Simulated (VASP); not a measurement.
Set up this calculation in VASP 6.6.1, as the native input.

| Property | Result |
| --- | --- |
| Task | single point |
| Functional | PBE |
| Potentials or basis | VASP PAW PBE potentials, release 64 (Ta_pv, N) |
| Cutoff | 600 eV |
| k mesh | 7 × 7 × 4 |
| Occupations | fermi-dirac, width 0.03 eV |
| Spin | no spin polarisation |
| Dipole correction | no |
| Further INCAR settings | ALGO = Normal; EDIFF = 1e-06; NBANDS = 24 |

The structure of TaN lies in POSCAR:

```
TaN
1.0
    3.0500000000      0.0000000000      0.0000000000
   -1.5250000000      2.6413774815      0.0000000000
    0.0000000000      0.0000000000      4.9400000000
Ta N
2 2
Direct
    0.3333333333      0.6666666667      0.0000000000
    0.6666666667      0.3333333333      0.5000000000
    0.3333333333      0.6666666667      0.3850000000
    0.6666666667      0.3333333333      0.8850000000
```

These files were run (other wordings do the same):

INCAR

```
PREC = Accurate ; ENCUT = 600
EDIFF = 1E-6 ; ISMEAR = -1
SIGMA = 0.03 ; LREAL = False
LASPH = True ; NELM = 120
ALGO = Normal ; ISIF = 2
LWAVE = False ; LCHARG = False
GGA = PE ; NBANDS = 24
GGA_COMPAT = False
```

KPOINTS

```
regular mesh
0
Gamma
  7 7 4
```

Potentials or basis: VASP PAW PBE potentials, release 64 (Ta_pv, N).

Command:

```bash
$ cat potpaw_PBE.64/Ta_pv/POTCAR potpaw_PBE.64/N/POTCAR > POTCAR
$ mpirun -np 1 vasp_std > vasp.out
```

Results of the run:

The pressure is 140.0 GPa and the largest force is 1.983 eV/Å. The band gap on the k mesh is zero (bands 16 and 17 overlap by 2.46 eV).

Caveat: the cell stands under pressure; spin-orbit coupling is left out, which moves the levels of the heavy elements; forces of over 1 eV/Å act on the atoms, so gaps and moduli don't describe the material at rest.

Run time: 17 s on 1 thread of Intel(R) Xeon(R) Platinum 8259CL CPU @ 2.50GHz (Skylake/Cascade Lake), on a shared host, peak memory 0.17 GiB.
